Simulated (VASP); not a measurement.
A run of VASP 6.6.1 is set up as follows.

Contents of INCAR:

```
SYSTEM = TaVN2
  PREC = Accurate
  ENCUT = 520
  EDIFF = 1E-6
  ISMEAR = -1
  SIGMA = 0.05
  LREAL = .FALSE.
  LASPH = .TRUE.
  NELM = 150
  ALGO = Normal
  ISIF = 2
  LWAVE = .FALSE.
  LCHARG = .FALSE.
  ISPIN = 2
  MAGMOM = 0 2 0 0
  LORBIT = 11
  LMAXMIX = 4
  GGA = PE
  NBANDS = 29
```

Contents of KPOINTS:

```
Automatic mesh
0
G
  9 9 6
  0 0 0
```

The input POSCAR:

```
TaVN2
1.0
    3.0086475282      0.0000000000      0.0000000000
    0.0000000000      3.0086475282      0.0000000000
    0.0000000000      0.0000000000      4.2379999906
Ta V N
1 1 2
Direct
    0.0000000000      0.0000000000      0.0000000000
    0.5000000000      0.5000000000      0.5000000000
    0.5000000000      0.5000000000      0.0000000000
    0.0000000000      0.0000000000      0.5000000000
```

Potentials or basis: VASP PAW PBE potentials, release 64 (Ta_pv, V_sv, N).

Run with:

```sh
$ cat potpaw_PBE.64/Ta_pv/POTCAR potpaw_PBE.64/V_sv/POTCAR potpaw_PBE.64/N/POTCAR > POTCAR
$ mpirun -np 1 vasp_std > vasp.out
```

Estimate the band gap on the k mesh.

zero (filled and empty bands overlap).

Estimate the net moment.

0.00 μB per cell.

Stress tensor (GPa, compression positive):
```
12.20  0.00  0.00
 0.00 12.20  0.00
 0.00  0.00  9.74
```

Caveat: the cell stands under pressure; spin-orbit coupling is left out, which moves the levels of the heavy elements. With open d or f shells a metallic result of PBE can be an artefact of self-interaction; +U or a hybrid may open a gap.
